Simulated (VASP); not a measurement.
# BN: single point with LDA

The system is BN.

```
N B
1.0
     0.00000    1.81300    1.81300
     1.81300    0.00000    1.81300
     1.81300    1.81300    0.00000
N B
1 1
Direct
  0.25000 0.25000 0.25000
  0.00000 0.00000 0.00000
```

```json
{
  "Program": "VASP 6.6.1",
  "Task": "single point",
  "Functional": "LDA",
  "Potentials or basis": "VASP PAW LDA potentials, release 64 (N, B)",
  "Cutoff": "520 eV",
  "k mesh": "13 × 13 × 13",
  "Occupations": "fermi-dirac, width 0.05 eV",
  "Spin": "no spin polarisation"
}
```

```yaml
Pressure: -13.3 GPa
Band_gap_on_the_k_mesh: 4.41 eV, indirect (least direct gap 8.64 eV)
```

Levels at points of the mesh, in eV from the valence-band top:
| k point | band 1 | band 2 | band 3 | band 4 | band 5 | band 6 | band 7 | band 8 |
| --- | --- | --- | --- | --- | --- | --- | --- | --- |
| (0.00, 0.00, 0.00) | -19.97 | 0.00 | 0.00 | 0.00 | 8.64 | 8.64 | 8.64 | 10.29 |

It took 14 s on 1 thread of Intel Xeon 8259CL (shared host), peak memory 0.12 GiB.

A k mesh can miss the band edges. LDA gaps usually lie below the measured ones, often by a third to a half.
